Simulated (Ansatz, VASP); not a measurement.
# BeAl: VASP beside Ansatz

INCAR

```
SYSTEM = BeAl
ALGO = Normal
EDIFF = 1E-7
EDIFFG = -0.04
ENCUT = 600
GGA = PE
IBRION = 2
ISIF = 3
ISMEAR = 0
LASPH = .TRUE.
LCHARG = .FALSE.
LREAL = .FALSE.
LWAVE = .FALSE.
NELM = 80
NSW = 90
PREC = Accurate
SIGMA = 0.1
```

File KPOINTS:

```
k-points
0
G
  6 6 6
  0 0 0
```

POSCAR

```
BeAl
1.0
    2.8620315500      0.0000000000      0.0000000000
   -1.4310157700      2.4785920300      0.0000000000
    0.0000000000      0.0000000000      3.4201537200
Be Al
1 1
Direct
    0.0000000000      0.0000000000      0.5000000000
    0.0000000000      0.0000000000      0.0000000000
```

Input for Ansatz:

```yaml
crystal:
  lattice:
    - [2.86203155, 0.0, 0.0]
    - [-1.43101577, 2.47859203, 0.0]
    - [0.0, 0.0, 3.42015372]
  atoms:
    - { symbol: Be, position: [0.0, 0.0, 0.5] }
    - { symbol: Al, position: [0.0, 0.0, 0.0] }
basis:
  ecutwfc: 420
kpoints:
  mp_grid: { grid: [6, 6, 6] }
hamiltonian:
  xc: pbe
scf:
  occupations: { method: gaussian, width: 0.1 }
  lower_state_search: "off"
output:
  forces: true
  stress: true
  eigenvalues: true
relax:
  adjacent_minimum: "off"
  f_tol: 0.04
  max_steps: 70
  cell: { stress_tol: 0.4 }
```

Alike in both runs: task relaxation of cell and atoms; functional PBE; k mesh 6 × 6 × 6; occupations gaussian, width 0.1 eV; no spin polarisation.

|  | VASP | Ansatz |
| --- | --- | --- |
| version | VASP 6.6.1 | Ansatz 0.2.0 |
| potentials or method | VASP PAW PBE potentials, release 64 (Be, Al), cutoff 600 eV | scalar-relativistic, plane waves, PAW |
| valence electrons in the cell | 5 | 5 |

```csv
,VASP,Ansatz,Ansatz less VASP
"gap on the k mesh at the Fermi level, each at its own relaxed structure (eV)",none,none,-
relaxed volume (Å³/atom),15.22,15.23,+0.008
relaxed length of the cell vector where the two differ most in proportion (Å),4.801,4.806,+0.0051
```

A gap of «none» marks a metal or a gap that the smearing closes.

The k mesh is coarse, so the values compare programs but aren't converged. Noted on VASP's run: the volume moved by over 15 % at a fixed basis, so the end points are rough.
